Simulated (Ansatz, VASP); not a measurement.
## AgI in VASP and in Ansatz

The input INCAR:

```
SYSTEM = AgI
PREC = Accurate
ENCUT = 500
EDIFF = 1E-6
ISMEAR = 0
SIGMA = 0.02
LREAL = .False.
LASPH = .True.
NELM = 120
ALGO = Normal
ISIF = 2
LWAVE = .False.
LCHARG = .True.
GGA = PE
LELF = .True.
LVHAR = .True.
NBANDS = 16
GGA_COMPAT = .False.
```

Contents of KPOINTS:

```
Automatic mesh
0
Gamma
  8 8 8
  0 0 0
```

POSCAR

```
AgI
1.0
    0.0000000000      3.2478523361      3.2478523361
    3.2478523361      0.0000000000      3.2478523361
    3.2478523361      3.2478523361      0.0000000000
Ag I
1 1
Direct
    0.0000000000      0.0000000000      0.0000000000
    0.2500000000      0.2500000000      0.2500000000
```

Input for Ansatz:

```yaml
crystal:
  lattice:
    - [0.0, 3.2478523361, 3.2478523361]
    - [3.2478523361, 0.0, 3.2478523361]
    - [3.2478523361, 3.2478523361, 0.0]
  atoms:
    - { symbol: Ag, position: [0.0, 0.0, 0.0] }
    - { symbol: I, position: [0.25, 0.25, 0.25] }
basis:
  ecutwfc: 420
kpoints:
  mp_grid: { grid: [8, 8, 8] }
hamiltonian:
  xc: pbe
scf:
  occupations: { method: gaussian, width: 0.02 }
output:
  forces: true
  stress: true
  eigenvalues: true
```

Alike in both runs: task single point; functional PBE; k mesh 8 × 8 × 8; occupations gaussian, width 0.02 eV; no spin polarisation.

|  | VASP | Ansatz |
| --- | --- | --- |
| version | VASP 6.6.1 | Ansatz 0.2.0 |
| potentials or method | VASP PAW PBE potentials, release 64 (Ag, I), cutoff 500 eV | scalar-relativistic, plane waves, PAW |
| valence electrons in the cell | 18 | 36 |

|  | VASP | Ansatz | Ansatz less VASP |
| --- | --- | --- | --- |
| gap on the k mesh at the Fermi level (eV) | 1.34 | 1.34 | -0.003 |
| least direct gap on the mesh (eV) | 1.34 | 1.34 | -0.003 |
| pressure (GPa) | 1.8 | 1.8 | +0.05 |

VASP's potentials hold 18 valence electrons a cell and Ansatz's 36, so a difference there can come from the potentials and not from the codes.

Neither program's run includes spin-orbit coupling.
